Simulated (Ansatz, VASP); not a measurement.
One calculation of Be2TeI, two programs

Contents of INCAR:

```
PREC = Accurate
ENCUT = 520
EDIFF = 1E-6
ISMEAR = 0
SIGMA = 0.1
LREAL = False
LASPH = True
NELM = 60
ALGO = Fast
ISIF = 2
LWAVE = False
LCHARG = False
GGA = PE
NBANDS = 16
```

File KPOINTS:

```
regular mesh
0
Gamma
  6 6 4
```

The input POSCAR:

```
Be2TeI
1.0
    3.7859650200      0.0000000000      0.0000000000
   -1.8929825100      3.2787418800      0.0000000000
    0.0000000000      0.0000000000      6.2377166900
Be Te I
2 1 1
Direct
    0.6666666700      0.3333333300      0.2500000000
    0.6666666700      0.3333333300      0.7500000000
    0.0000000000      0.0000000000      0.0000000000
    0.3333333300      0.6666666700      0.5000000000
```

Input for Ansatz:

```yaml
crystal:
  lattice:
    - [3.78596502, 0.0, 0.0]
    - [-1.89298251, 3.27874188, 0.0]
    - [0.0, 0.0, 6.23771669]
  atoms:
    - { symbol: Be, position: [0.66666667, 0.33333333, 0.25] }
    - { symbol: Be, position: [0.66666667, 0.33333333, 0.75] }
    - { symbol: Te, position: [0.0, 0.0, 0.0] }
    - { symbol: I, position: [0.33333333, 0.66666667, 0.5] }
basis:
  ecutwfc: 420
kpoints:
  mp_grid: { grid: [6, 6, 4] }
hamiltonian:
  xc: pbe
scf:
  occupations: { method: gaussian, width: 0.1 }
  lower_state_search: "off"
output:
  forces: true
  stress: true
  eigenvalues: true
```

Alike in both runs: task single point; functional PBE; k mesh 6 × 6 × 4; occupations gaussian, width 0.1 eV; no spin polarisation.

|  | VASP | Ansatz |
| --- | --- | --- |
| version | VASP 6.6.1 | Ansatz 0.2.0 |
| potentials or method | VASP PAW PBE potentials, release 64 (Be, Te, I), cutoff 520 eV | scalar-relativistic, plane waves, PAW |
| valence electrons in the cell | 17 | 37 |

Ansatz gave:

```
gap on the k mesh at the Fermi level (eV)                     : none
pressure (GPa)                                                : 3.7
traceless stress, the component that is largest in VASP (GPa) : 1.00
rms of the force components (eV/Å)                            : 0.564
```

**Question.** What did VASP give for the same quantities?

**Answer.** gap on the k mesh at the Fermi level (eV): none; pressure (GPa): 3.7; traceless stress, the component that is largest in VASP (GPa): 1.00; rms of the force components (eV/Å): 0.560.

Atom by atom the forces differ by 0.004 eV/Å (rms over components). A gap of «none» marks a metal or a gap that the smearing closes. The functional is the same, so the differences come from potentials, cutoffs and numerics. VASP's potentials hold 17 valence electrons a cell and Ansatz's 37, so a difference there can come from the potentials and not from the codes.

Spin-orbit coupling is off throughout.
